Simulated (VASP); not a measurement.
Input of a VASP 6.6.1 run:

File INCAR:

```
SYSTEM = GdO4
PREC     = Accurate       ! precision mode
ENCUT    = 520            ! plane-wave cutoff, eV
EDIFF    = 1E-6           ! SCF threshold, eV
ISMEAR   = 0              ! smearing method
SIGMA    = 0.1            ! smearing width, eV
LREAL    = .FALSE.        ! projectors in reciprocal space
LASPH    = .TRUE.         ! aspherical terms in the spheres
NELM     = 150            ! most SCF steps
ALGO     = Normal         ! electronic algorithm
ISIF     = 2              ! what is computed and relaxed
LWAVE    = .FALSE.        ! write WAVECAR
LCHARG   = .FALSE.        ! write CHGCAR
ISPIN    = 2              ! spin polarisation
MAGMOM   = 7 0 0 0 0      ! initial moments
LORBIT   = 11             ! projections on sites
LMAXMIX  = 6              ! l up to which the mixer works
GGA      = PE             ! functional
NBANDS   = 33             ! bands
```

File KPOINTS:

```
Automatic mesh
0
G
  4 4 4
  0 0 0
```

File POSCAR:

```
GdO4
1.0
   -2.7197731801      2.7197731801      2.7197731801
    2.7197731801     -2.7197731801      2.7197731801
    2.7197731801      2.7197731801     -2.7197731801
Gd O
1 4
Direct
    0.0000000000      0.0000000000      0.0000000000
    0.4999797647      0.4999797647      0.4999797647
    0.5000202353      0.0000000000      0.0000000000
    0.0000000000      0.0000000000      0.5000202353
    0.0000000000      0.5000202353      0.0000000000
```

Potentials or basis: VASP PAW PBE potentials, release 64 (Gd, O).

Command:

```console
$ cat potpaw_PBE.64/Gd/POTCAR potpaw_PBE.64/O/POTCAR > POTCAR
$ mpirun -np 1 vasp_std > vasp.out
```

Problem. Estimate the net moment.

Solution. 2.00 μB per cell.

Problem. Estimate the pressure.

Solution. -3.8 GPa.

Caveat: the k points lie up to 0.41 Å⁻¹ apart, too coarse for converged energies and pressures of a metal; a cell with one magnetic atom can't hold antiferromagnetic order, which such compounds often take. The state reached can hang on the start; a lower one may exist.
